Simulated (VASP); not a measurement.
# Na3OF (Pm-3m) in VASP: single point with r2SCAN

Aim: the single point of Na3OF with r2SCAN.

Everything below comes from runs of VASP 6.6.1. Logs are shortened: lines on timing, memory, paths and dates and some standing lists are left out, and cuts for length are marked.

## Step 1: The cell of the first run

Symmetry: Pm-3m, No. 221, cubic system. The conventional cell has a = 4.258 Å, b = 4.258 Å, c = 4.258 Å, α = 90.00°, β = 90.00°, γ = 90.00°. F (site symmetry m-3m) has 12 Na at 3.01 Å and 8 O at 3.69 Å within 4.0 Å. O (site symmetry m-3m) has 6 Na at 2.13 Å within 2.8 Å. Within 2.8 Å of Na (site symmetry 4/mmm) lie 2 O at 2.13 Å.

## Step 2: Single point, r2SCAN (15.44 Å³/atom)

Contents of POSCAR:

```
Na3OF
1.0
    4.2580842278      0.0000000000      0.0000000000
    0.0000000000      4.2580842278      0.0000000000
    0.0000000000      0.0000000000      4.2580842278
F O Na
1 1 3
Direct
    0.0000000000      0.0000000000      0.0000000000
    0.5000000000      0.5000000000      0.5000000000
    0.5000000000      0.5000000000      0.0000000000
    0.5000000000      0.0000000000      0.5000000000
    0.0000000000      0.5000000000      0.5000000000
```

Contents of INCAR.step1:

```
ALGO = Normal ; EDIFF = 1E-5
ENCUT = 1250 ; GGA = PE
GGA_COMPAT = False ; ISMEAR = 0
LASPH = True ; LCHARG = False
LREAL = False ; LWAVE = True
NBANDS = 28 ; NELM = 120
PREC = Accurate ; SIGMA = 0.01
```

Contents of INCAR.step2:

```
ALGO = Normal ; EDIFF = 1E-6
ENCUT = 1250 ; GGA_COMPAT = False
ISIF = 2 ; ISMEAR = 0
ISTART = 1 ; LASPH = True
LCHARG = False ; LMIXTAU = True
LREAL = False ; LWAVE = False
METAGGA = R2SCAN ; NBANDS = 28
NELM = 120 ; PREC = Accurate
SIGMA = 0.01
```

Contents of KPOINTS:

```
k-points
0
Gamma
  6 6 6
```

Potentials or basis: VASP PAW PBE potentials, release 64 (F, O, Na_sv).

Run with:

```bash
$ cat potpaw_PBE.64/F/POTCAR potpaw_PBE.64/O/POTCAR potpaw_PBE.64/Na_sv/POTCAR > POTCAR
$ cp INCAR.step1 INCAR
$ mpirun -np 1 vasp_std > vasp.out
$ cp INCAR.step2 INCAR
$ mpirun -np 1 vasp_std > vasp.out
```

OUTCAR:

```text
EDIFF = 1E-6
   ENCUT = 1250
   ISIF = 2
   ISMEAR = 0
   ISTART = 1
   LASPH = True
   LREAL = False
   METAGGA = R2SCAN
   NELM = 120
   PREC = Accurate

 ion  position               nearest neighbor table
   1  0.000  0.000  0.000-
   2  0.500  0.500  0.500-
   3  0.500  0.500  0.000-
   4  0.500  0.000  0.500-
   5  0.000  0.500  0.500-

  LATTYP: Found a simple cubic cell.
 ALAT       =     4.2580842278

  Lattice vectors:

 A1 = (   4.2580842278,   0.0000000000,   0.0000000000)
 A2 = (   0.0000000000,   4.2580842278,   0.0000000000)
 A3 = (   0.0000000000,   0.0000000000,   4.2580842278)

Analysis of symmetry for initial positions (statically):
=====================================================================
 Subroutine PRICEL returns:
 Original cell was already a primitive cell.

 Routine SETGRP: Setting up the symmetry group for a
 simple cubic supercell.

 Subroutine GETGRP returns: Found 48 space group operations
 (whereof 48 operations were pure point group operations)
 out of a pool of 48 trial point group operations.

The static configuration has the point symmetry O_h .

Analysis of symmetry for dynamics (positions and initial velocities):
=====================================================================
 Subroutine PRICEL returns:
 Original cell was already a primitive cell.

 Routine SETGRP: Setting up the symmetry group for a
 simple cubic supercell.

 Subroutine GETGRP returns: Found 48 space group operations
 (whereof 48 operations were pure point group operations)
 out of a pool of 48 trial point group operations.

The dynamic configuration has the point symmetry O_h .

 Subroutine INISYM returns: Found 48 space group operations
 (whereof 48 operations are pure point group operations),
 and found     1 'primitive' translations

----------------------------------------------------------------------------------------

                                     Primitive cell

  volume of cell :      77.2045

  direct lattice vectors                    reciprocal lattice vectors
[... 82 lines left out ...]
   ISPIN  =      1    spin polarized calculation?
   LNONCOLLINEAR =      F non collinear calculations
   LSORBIT =      F    spin-orbit coupling
   LASPH  =      T    aspherical Exc in radial PAW
   ENCUT  = 1250.0 eV  91.87 Ry    9.59 a.u.  12.28 12.28 12.28*2*pi/ulx,y,z
   NELM   =    120;   NELMIN=  2; NELMDL=  0     # of ELM steps
   EDIFF  = 0.1E-05   stopping-criterion for ELM
   LREAL  =      F    real-space projection
   EDIFFG = 0.1E-04   stopping-criterion for IOM
   NSW    =      0    number of steps for IOM
   IBRION =     -1    ionic relax: 0-MD 1-quasi-New 2-CG
   NFREE  =      0    steps in history (QN), initial steepest desc. (CG)
   ISIF   =      2    stress and relaxation
   ISYM   =      2    0-nonsym 1-usesym 2-fastsym
   POTIM  = 0.5000    time-step for ionic-motion
   TEBEG  =    0.0;   TEEND  =   0.0 temperature during run
   PSTRESS=    0.0 pullay stress
   NELECT =      40.0000    total number of electrons
   NUPDOWN=      -1.0000    fix difference up-down
   EMIN   =  10.00;   EMAX   =-10.00  energy-range for DOS
   EFERMI =   0.00;   METHOD = LEGACY
   ISMEAR =     0;   SIGMA  =   0.01  broadening in eV -4-tet -1-fermi 0-gaus
   EFERMI_NEDOS =   21; number of points for ismear=-14 and -15
   IALGO  =     38    algorithm
   IMIX   =      4    mixing-type and parameters
     AMIX     =   0.40;   BMIX     =  1.00
     AMIX_MAG =   1.60;   BMIX_MAG =  1.00
  volume/ion in A,a.u.               =      15.44       104.20
  Fermi-wavevector in a.u.,A,eV,Ry     =   1.314863  2.484731 23.522641  1.728865
  Thomas-Fermi vector in A             =   2.445086
   LORBIT       =      0    0 simple, 1 ext, 2 COOP (PROOUT), +10 PAW based schemes
   METAGGA = R2SCAN    functional components
   LHFCALC =     F    Hartree Fock is set to
   AEXX    =    0.0000 exact exchange contribution
   IVDW    =     0    specifies the selected vdW correction
   LEPSILON=     F    determine dielectric tensor
   LRPA    =     F    only Hartree local field effects (RPA)
 non-spin polarized calculation
 Gauss-broadening in eV      SIGMA  =   0.01
  energy-cutoff  :     1250.00
  volume of cell :       77.20
 maximum number of plane-waves:      7809
 NGX is ok and might be reduce to    50
   NGX = 25   NGY = 25   NGZ = 25

 number of electron      39.9999989 magnetization

 Free energy of the ion-electron system (eV)
  ---------------------------------------------------
  ext. energy  EPLUGINS =         0.00000000
  ---------------------------------------------------
  free energy    TOTEN  =       -28.55731217 eV

  energy without entropy =      -28.55731217  energy(sigma->0) =      -28.55731217

 E-fermi :   0.0735     XC(G=0):  -8.5581

 val. band max:       -0.0765792547   @ k =   0.0000   0.0000   0.0000
 cond. band min:       2.5064495491   @ k =   0.0000   0.0000   0.0000
 fundamental gap:      2.5830288038
 Fermi energy:         0.0734704275

 k-point     1 :       0.0000    0.0000    0.0000
  band No.  band energies     occupation
      1     -52.1968      2.00000
      2     -52.1643      2.00000
      3     -52.1643      2.00000
      4     -22.7447      2.00000
      5     -22.7447      2.00000
      6     -22.7447      2.00000
[... 609 lines left out ...]
     27      10.1234      0.00000
     28      12.2131      0.00000

------------------------ aborting loop because EDIFF is reached ----------------------------------------

  FORCE on cell =-STRESS in cart. coord.  units (eV):
  Direction    XX          YY          ZZ          XY          YZ          ZX
  --------------------------------------------------------------------------------------
  -------------------------------------------------------------------------------------
  Total        1.2958662      1.2958662      1.2958662      0.0000000      0.0000000      0.0000000
  in kB       26.8923026     26.8923026     26.8923026      0.0000000      0.0000000      0.0000000
  external PRESSURE =      26.8923026 kB  Pullay stress =       0.0000000 kB

 VOLUME and BASIS-vectors are now :
 -----------------------------------------------------------------------------
  energy-cutoff  :     1250.00
  volume of cell :       77.20
      direct lattice vectors                 reciprocal lattice vectors
     4.258084228  0.000000000  0.000000000     0.234847398  0.000000000  0.000000000
     0.000000000  4.258084228  0.000000000     0.000000000  0.234847398  0.000000000
     0.000000000  0.000000000  4.258084228     0.000000000  0.000000000  0.234847398

 POSITION                                       TOTAL-FORCE (eV/Angst)
 -----------------------------------------------------------------------------------
      0.00000      0.00000      0.00000         0.000000      0.000000      0.000000
      2.12904      2.12904      2.12904         0.000000      0.000000      0.000000
      2.12904      2.12904      0.00000         0.000000      0.000000      0.000000
      2.12904      0.00000      2.12904         0.000000      0.000000      0.000000
      0.00000      2.12904      2.12904         0.000000      0.000000      0.000000
 -----------------------------------------------------------------------------------
    total drift:                                0.000000     -0.000000      0.000000

  FREE ENERGIE OF THE ION-ELECTRON SYSTEM (eV)
  ---------------------------------------------------
  free  energy   TOTEN  =       -28.5573121681 eV

  energy  without entropy=      -28.5573121681  energy(sigma->0) =      -28.55731217
```

OUTCAR.step1:

```text
EDIFF = 1E-5
   ENCUT = 1250
   GGA = PE
   ISMEAR = 0
[... 846 lines left out ...]
      2.12904      2.12904      2.12904         0.000000      0.000000      0.000000
      2.12904      2.12904      0.00000         0.000000      0.000000      0.000000
      2.12904      0.00000      2.12904         0.000000      0.000000      0.000000
      0.00000      2.12904      2.12904         0.000000      0.000000      0.000000
 -----------------------------------------------------------------------------------
    total drift:                                0.000000     -0.000000      0.000000

  FREE ENERGIE OF THE ION-ELECTRON SYSTEM (eV)
  ---------------------------------------------------
  free  energy   TOTEN  =       -18.7693466171 eV

  energy  without entropy=      -18.7693466171  energy(sigma->0) =      -18.76934662
```

Wall time 7.5 min (1 thread of Intel Xeon Platinum 8375C at 2.90GHz (Ice Lake), shared host); peak memory 0.44 GiB.

What came out:

```
Free energy            : -28.5573 eV
Pressure               : 2.7 GPa
Band gap on the k mesh : 2.58 eV
```

Caveat: the PAW data sets were made with another functional, which shifts forces and pressure a little. A k mesh can miss the band edges.
